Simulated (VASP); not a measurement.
The system is C.

```xyz
2
Lattice="0.0000 1.7952 1.7952 1.7952 0.0000 1.7952 1.7952 1.7952 0.0000" Properties=species:S:1:pos:R:3 pbc="T T T"
C     2.6928    2.6928    2.6928
C     1.7952    1.7952    1.7952
```

Base run:

- Program: VASP 6.6.1
- Functional: PBEsol
- Potentials or basis: VASP PAW PBE potentials, release 64 (C_h)
- Cutoff: 910 eV
- k mesh: 13 × 13 × 13
- Occupations: fermi-dirac, width 0.05 eV
- Spin: no spin polarisation

Its results: band gap on the k mesh 3.97 eV, indirect (least direct gap 5.49 eV); pressure -13.1 GPa.

Problem. After a change of settings the same cell gave: band gap on the k mesh 3.97 eV, indirect (least direct gap 5.49 eV); pressure -16.0 GPa. Which change was it?
A. functional from PBEsol to BLYP; potentials or basis from VASP PAW PBE potentials, release 64 (C_h) to VASP PAW PBE potentials, release 64 (C); cutoff from 910 eV to 520 eV
B. functional from PBEsol to LDA; potentials or basis from VASP PAW PBE potentials, release 64 (C_h) to VASP PAW LDA potentials, release 64 (C_h)
C. potentials or basis from VASP PAW PBE potentials, release 64 (C_h) to VASP PAW PBE potentials, release 64 (C); cutoff from 910 eV to 520 eV
D. dispersion from none to D4

Solution. D.

Dispersion adds attraction, which lowers the pressure at fixed volume and, as a term added to the energy, leaves the levels alone.

Caveats: the cutoff is under 1.25 times the usual one of these potentials, so pressure, stress and relaxed cells hold a basis-set (Pulay) error; the PAW data sets were made with another functional, which shifts forces and pressure a little.
